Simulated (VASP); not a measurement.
# EuMn (Pm-3m) in VASP: notebook, part 2 of 3

VASP 6.6.1. Earlier steps stand in the parts before.

### Step 3. Single point, PBEsol, collinear spin, ferrimagnetic start (volume scaled by 1.020)

INCAR reads:

```
SYSTEM = EuMn
PREC = Accurate
ENCUT = 520
EDIFF = 1E-6
ISMEAR = 0
SIGMA = 0.05
LREAL = .FALSE.
LASPH = .TRUE.
NELM = 150
ALGO = Normal
ISIF = 2
LWAVE = .FALSE.
LCHARG = .TRUE.
ISPIN = 2
MAGMOM = 7.4 -3.89
LORBIT = 11
LMAXMIX = 6
GGA = PS
LELF = .TRUE.
LVHAR = .TRUE.
NBANDS = 26
```

KPOINTS reads:

```
regular mesh
0
G
  8 8 8
  0 0 0
```

POSCAR reads:

```
EuMn
1.0
    3.5419504273      0.0000000000      0.0000000000
    0.0000000000      3.5419504273      0.0000000000
    0.0000000000      0.0000000000      3.5419504273
Eu Mn
1 1
Direct
    0.0000000000      0.0000000000      0.0000000000
    0.5000000000      0.5000000000      0.5000000000
```

Potentials or basis: VASP PAW PBE potentials, release 64 (Eu, Mn_pv).

On the command line:

```bash
$ cat potpaw_PBE.64/Eu/POTCAR potpaw_PBE.64/Mn_pv/POTCAR > POTCAR
$ mpirun -np 1 vasp_std > vasp.out
```

OUTCAR:

```text
SYSTEM = EuMn
   PREC = Accurate
   ENCUT = 520
   EDIFF = 1E-6
   ISMEAR = 0
   LREAL = .FALSE.
   LASPH = .TRUE.
   NELM = 150
   ISIF = 2
   ISPIN = 2
   LORBIT = 11
   GGA = PS

 ion  position               nearest neighbor table
   1  0.000  0.000  0.000-   2 3.07   2 3.07   2 3.07   2 3.07   2 3.07   2 3.07   2 3.07   2 3.07

   2  0.500  0.500  0.500-   1 3.07   1 3.07   1 3.07   1 3.07   1 3.07   1 3.07   1 3.07   1 3.07

  LATTYP: Found a simple cubic cell.
 ALAT       =     3.5419504273

  Lattice vectors:

 A1 = (   3.5419504273,   0.0000000000,   0.0000000000)
 A2 = (   0.0000000000,   3.5419504273,   0.0000000000)
 A3 = (   0.0000000000,   0.0000000000,   3.5419504273)

Analysis of symmetry for initial positions (statically):
=====================================================================
 Subroutine PRICEL returns:
 Original cell was already a primitive cell.

 Routine SETGRP: Setting up the symmetry group for a
 simple cubic supercell.

 Subroutine GETGRP returns: Found 48 space group operations
 (whereof 48 operations were pure point group operations)
 out of a pool of 48 trial point group operations.

The static configuration has the point symmetry O_h .

Analysis of symmetry for dynamics (positions and initial velocities):
=====================================================================
 Subroutine PRICEL returns:
 Original cell was already a primitive cell.

 Routine SETGRP: Setting up the symmetry group for a
 simple cubic supercell.

 Subroutine GETGRP returns: Found 48 space group operations
 (whereof 48 operations were pure point group operations)
 out of a pool of 48 trial point group operations.

The dynamic configuration has the point symmetry O_h .

Analysis of structural, dynamic, and magnetic symmetry:
=====================================================================
 Subroutine PRICEL returns:
 Original cell was already a primitive cell.

 Routine SETGRP: Setting up the symmetry group for a
 simple cubic supercell.

 Subroutine GETGRP returns: Found 48 space group operations
 (whereof 48 operations were pure point group operations)
 out of a pool of 48 trial point group operations.

The overall configuration has the point symmetry O_h .

 Subroutine INISYM returns: Found 48 space group operations
 (whereof 48 operations are pure point group operations),
 and found     1 'primitive' translations

----------------------------------------------------------------------------------------

                                     Primitive cell

  volume of cell :      44.4352

  direct lattice vectors                    reciprocal lattice vectors
     3.541950427  0.000000000  0.000000000     0.282330321  0.000000000  0.000000000
     0.000000000  3.541950427  0.000000000     0.000000000  0.282330321  0.000000000
     0.000000000  0.000000000  3.541950427     0.000000000  0.000000000  0.282330321

  length of vectors
     3.541950427  3.541950427  3.541950427     0.282330321  0.282330321  0.282330321

  position of ions in fractional coordinates (direct lattice)
[... 71 lines left out ...]
   ISTART =      0    job   : 0-new  1-cont  2-samecut
   ICHARG =      2    charge: 1-file 2-atom 10-const
   ISPIN  =      2    spin polarized calculation?
   LNONCOLLINEAR =      F non collinear calculations
   LSORBIT =      F    spin-orbit coupling
   LASPH  =      T    aspherical Exc in radial PAW
   ENCUT  =  520.0 eV  38.22 Ry    6.18 a.u.   6.59  6.59  6.59*2*pi/ulx,y,z
   NELM   =    150;   NELMIN=  2; NELMDL= -5     # of ELM steps
   EDIFF  = 0.1E-05   stopping-criterion for ELM
   LREAL  =      F    real-space projection
   EDIFFG = 0.1E-04   stopping-criterion for IOM
   NSW    =      0    number of steps for IOM
   IBRION =     -1    ionic relax: 0-MD 1-quasi-New 2-CG
   NFREE  =      0    steps in history (QN), initial steepest desc. (CG)
   ISIF   =      2    stress and relaxation
   ISYM   =      2    0-nonsym 1-usesym 2-fastsym
   POTIM  = 0.5000    time-step for ionic-motion
   TEBEG  =    0.0;   TEEND  =   0.0 temperature during run
   PSTRESS=    0.0 pullay stress
   NELECT =      30.0000    total number of electrons
   NUPDOWN=      -1.0000    fix difference up-down
   EMIN   =  10.00;   EMAX   =-10.00  energy-range for DOS
   EFERMI =   0.00;   METHOD = LEGACY
   ISMEAR =     0;   SIGMA  =   0.05  broadening in eV -4-tet -1-fermi 0-gaus
   EFERMI_NEDOS =   21; number of points for ismear=-14 and -15
   IALGO  =     38    algorithm
   IMIX   =      4    mixing-type and parameters
     AMIX     =   0.40;   BMIX     =  1.00
     AMIX_MAG =   1.60;   BMIX_MAG =  1.00
  volume/ion in A,a.u.               =      22.22       149.93
  Fermi-wavevector in a.u.,A,eV,Ry     =   1.436171  2.713969 28.063195  2.062587
  Thomas-Fermi vector in A             =   2.555389
   LORBIT       =     11    0 simple, 1 ext, 2 COOP (PROOUT), +10 PAW based schemes
   GGA     = PS    functional components
   LHFCALC =     F    Hartree Fock is set to
   AEXX    =    0.0000 exact exchange contribution
   IVDW    =     0    specifies the selected vdW correction
   LEPSILON=     F    determine dielectric tensor
   LRPA    =     F    only Hartree local field effects (RPA)
 spin polarized calculation
 Gauss-broadening in eV      SIGMA  =   0.05
  energy-cutoff  :      520.00
  volume of cell :       44.44
 maximum number of plane-waves:      1222
 NGX is ok and might be reduce to    28
   NGX = 13   NGY = 13   NGZ = 13

 number of electron      30.0000028 magnetization       3.5569319

 Free energy of the ion-electron system (eV)
  ---------------------------------------------------
  ext. energy  EPLUGINS =         0.00000000
  ---------------------------------------------------
  free energy    TOTEN  =       -20.63600709 eV

  energy without entropy =      -20.63455327  energy(sigma->0) =      -20.63528018

 E-fermi :   4.5752     XC(G=0): -11.1209

 val. band max:        4.5243666624   @ k =   0.5000   0.3750   0.1250
 cond. band min:       4.6152740074   @ k =   0.5000   0.3750   0.0000
 fundamental gap:      0.0909073450
 Fermi energy:         4.5752307325

 spin component 1

 k-point     1 :       0.0000    0.0000    0.0000
  band No.  band energies     occupation
      1     -41.3299      1.00000
      2     -41.3299      1.00000
      3     -41.3299      1.00000
      4     -36.6213      1.00000
      5     -15.0936      1.00000
      6     -15.0936      1.00000
[... 685 lines left out ...]
     25      10.0436      0.00000
     26      12.1076      0.00000

 [... further k-points ...]

 spin component 2

 k-point     1 :       0.0000    0.0000    0.0000
  band No.  band energies     occupation
      1     -44.9705      1.00000
      2     -44.9705      1.00000
      3     -44.9705      1.00000
      4     -33.5954      1.00000
      5     -12.7985      1.00000
      6     -12.7985      1.00000
[... 685 lines left out ...]
     25      10.3800      0.00000
     26      13.4807      0.00000

 [... further k-points ...]

------------------------ aborting loop because EDIFF is reached ----------------------------------------

  FORCE on cell =-STRESS in cart. coord.  units (eV):
  Direction    XX          YY          ZZ          XY          YZ          ZX
  --------------------------------------------------------------------------------------
  -------------------------------------------------------------------------------------
  Total       -0.2433595     -0.2433595     -0.2433595      0.0000000      0.0000000     -0.0000000
  in kB       -8.7746818     -8.7746818     -8.7746818      0.0000000      0.0000000     -0.0000000
  external PRESSURE =      -8.7746818 kB  Pullay stress =       0.0000000 kB

 VOLUME and BASIS-vectors are now :
 -----------------------------------------------------------------------------
  energy-cutoff  :      520.00
  volume of cell :       44.44
      direct lattice vectors                 reciprocal lattice vectors
     3.541950427  0.000000000  0.000000000     0.282330321  0.000000000  0.000000000
     0.000000000  3.541950427  0.000000000     0.000000000  0.282330321  0.000000000
     0.000000000  0.000000000  3.541950427     0.000000000  0.000000000  0.282330321

 POSITION                                       TOTAL-FORCE (eV/Angst)
 -----------------------------------------------------------------------------------
      0.00000      0.00000      0.00000         0.000000      0.000000      0.000000
      1.77098      1.77098      1.77098         0.000000      0.000000      0.000000
 -----------------------------------------------------------------------------------
    total drift:                                0.000000      0.000000      0.000000

  FREE ENERGIE OF THE ION-ELECTRON SYSTEM (eV)
  ---------------------------------------------------
  free  energy   TOTEN  =       -20.6360070919 eV

  energy  without entropy=      -20.6345532703  energy(sigma->0) =      -20.63528018

 total charge

# of ion       s       p       d       f       tot
--------------------------------------------------
    1        2.084   5.665   0.567   6.465  14.782
    2        0.394   6.130   4.991   0.000  11.515
--------------------------------------------------
tot          2.478  11.795   5.559   6.465  26.297

 magnetization (x)

# of ion       s       p       d       f       tot
--------------------------------------------------
    1        0.017  -0.091   0.239   6.426   6.591
    2       -0.053   0.027  -3.464   0.000  -3.489
--------------------------------------------------
tot         -0.036  -0.063  -3.225   6.426   3.102
```

stdout:

```text
POSCAR found type information on POSCAR EuMn
 POSCAR found :  2 types and       2 ions
 scaLAPACK will be used
 -----------------------------------------------------------------------------
|                                                                             |
|                                                                             |
|     You enforced a specific xc type in the INCAR file but a different       |
|     I HOPE YOU KNOW WHAT YOU ARE DOING!                                     |
|                                                                             |
 -----------------------------------------------------------------------------

 LDA part: xc-table for (Slater+PW92), standard interpolation
 POSCAR, INCAR and KPOINTS ok, starting setup
 FFT: planning ... GRIDC
 FFT: planning ... GRID_SOFT
 FFT: planning ... GRID
 WAVECAR not read
 entering main loop
```

It took 2.2 min on 1 thread of Intel Xeon Platinum 8259CL at 2.50GHz (Skylake/Cascade Lake), shared host; peak memory 0.23 GiB.

Results:

```yaml
Free_energy: -20.6360 eV
Pressure: -0.9 GPa
Net_moment: 3.56 μB per cell
Site_moments: Eu +6.59; Mn -3.49 μB
Valence_electrons_inside_the_program's_atomic_spheres: Eu 14.78; Mn 11.52
```

Caveat: the PAW data sets were made with another functional, which shifts forces and pressure a little; spin-orbit coupling is left out, which moves the levels of the heavy elements; without U or exact exchange the open f shell lies at the Fermi level, which spoils levels, moments and volumes. The state reached can hang on the start; a lower one may exist.

[end of part 2 of 3]
